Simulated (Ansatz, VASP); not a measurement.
Ba3SiS in VASP and in Ansatz

```xyz
5
Lattice="6.1822 0.0000 0.0000 0.0000 6.1822 0.0000 0.0000 0.0000 6.1822" Properties=species:S:1:pos:R:3 pbc="T T T"
Ba    3.0911    0.0000    3.0911
Ba    0.0000    3.0911    3.0911
Ba    3.0911    3.0911    0.0000
Si    3.0911    3.0911    3.0911
S     0.0000    0.0000    0.0000
```

Change from the starting cell: species swapped into the Ba3PbO type (Pm-3m, No. 221).

Alike in both runs: functional PBE; k mesh 4 × 4 × 4; occupations gaussian, width 0.1 eV; no spin polarisation.

Ansatz relaxed the structure, and its values are those at the end. VASP's run is a single point on that final structure, the one shown.

|  | VASP | Ansatz |
| --- | --- | --- |
| version | VASP 6.6.1 | Ansatz 0.2.0 |
| potentials or method | VASP PAW PBE potentials, release 64 (Ba_sv, Si, S), cutoff 520 eV | scalar-relativistic, plane waves, PAW |
| valence electrons in the cell | 40 | 40 |

```csv
,VASP,Ansatz,Ansatz less VASP
gap on the k mesh at the Fermi level (eV),none,none,-
pressure (GPa),0.4,0.2,-0.25
```

A gap of «none» marks a metal or a gap that the smearing closes.

Neither program's run includes spin-orbit coupling.
